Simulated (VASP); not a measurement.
Here is a VASP 6.6.1 calculation.

The input INCAR:

```
SYSTEM = ZnO
PREC = Accurate
ENCUT = 910
EDIFF = 1E-6
ISMEAR = 0
SIGMA = 0.05
LREAL = .FALSE.
LASPH = .TRUE.
NELM = 120
ALGO = Normal
ISIF = 2
LWAVE = .FALSE.
LCHARG = .TRUE.
GGA = RP
LELF = .TRUE.
LVHAR = .TRUE.
NBANDS = 26
GGA_COMPAT = .FALSE.
```

KPOINTS

```
regular mesh
0
G
  8 8 6
  0 0 0
```

The input POSCAR:

```
ZnO
1.0
    3.2419811861      0.0000000000      0.0000000000
   -1.6209905930      2.8076380657      0.0000000000
    0.0000000000      0.0000000000      5.2276401393
Zn O
2 2
Direct
    0.3333333333      0.6666666667      0.0014489168
    0.6666666667      0.3333333333      0.5014489168
    0.3333333333      0.6666666667      0.3806510832
    0.6666666667      0.3333333333      0.8806510832
```

Potentials or basis: VASP PAW PBE potentials, release 64 (Zn, O_h).

The run is started by

```console
$ cat potpaw_PBE.64/Zn/POTCAR potpaw_PBE.64/O_h/POTCAR > POTCAR
$ mpirun -np 1 vasp_std > vasp.out
```

(1) Estimate the pressure.

(2) Predict the band gap on the k mesh.

(3) Predict the largest force.

Answers

(1) 10.5 GPa.

(2) 0.87 eV, direct.

(3) 0.005 eV/Å.

Caveat: the cutoff is under 1.25 times the usual one of these potentials, so pressure, stress and relaxed cells hold a basis-set (Pulay) error; the PAW data sets were made with another functional, which shifts forces and pressure a little.
